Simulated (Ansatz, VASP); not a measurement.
## One calculation of Ta, two programs

```
Ta
1.0
     4.64046    0.00000    0.00000
    -2.32023    4.01875    0.00000
     0.00000    0.00000   25.32320
Ta
5
Direct
  0.83333 0.16667 0.43438
  0.16667 0.83333 0.46564
  0.50000 0.50000 0.50000
  0.83333 0.16667 0.53436
  0.16667 0.83333 0.56562
```

Alike in both runs: task single point; functional PBEsol; k mesh 8 × 8 × 1; occupations fermi-dirac, width 0.08 eV; no spin polarisation.

|  | VASP | Ansatz |
| --- | --- | --- |
| version | VASP 6.6.1 | Ansatz 0.2.0 |
| potentials or method | VASP PAW PBE potentials, release 64 (Ta_pv) | PAW with Ansatz's default frozen-core files, scalar-relativistic |
| plane-wave cutoff (eV) | 520 | 420 |
| valence electrons in the cell | 55 | 65 |

Ansatz gave:

| Item | Value |
| --- | --- |
| rms of the force components (eV/Å) | 0.000 |

Q: What did VASP give for the same quantities?

A: rms of the force components (eV/Å): 0.012.

VASP's potentials were made for PBE, not for PBEsol. Atom by atom the forces differ by 0.012 eV/Å (rms over components). VASP's potentials hold 55 valence electrons a cell and Ansatz's 65, so a difference there can come from the potentials and not from the codes.

Spin-orbit coupling is off throughout.
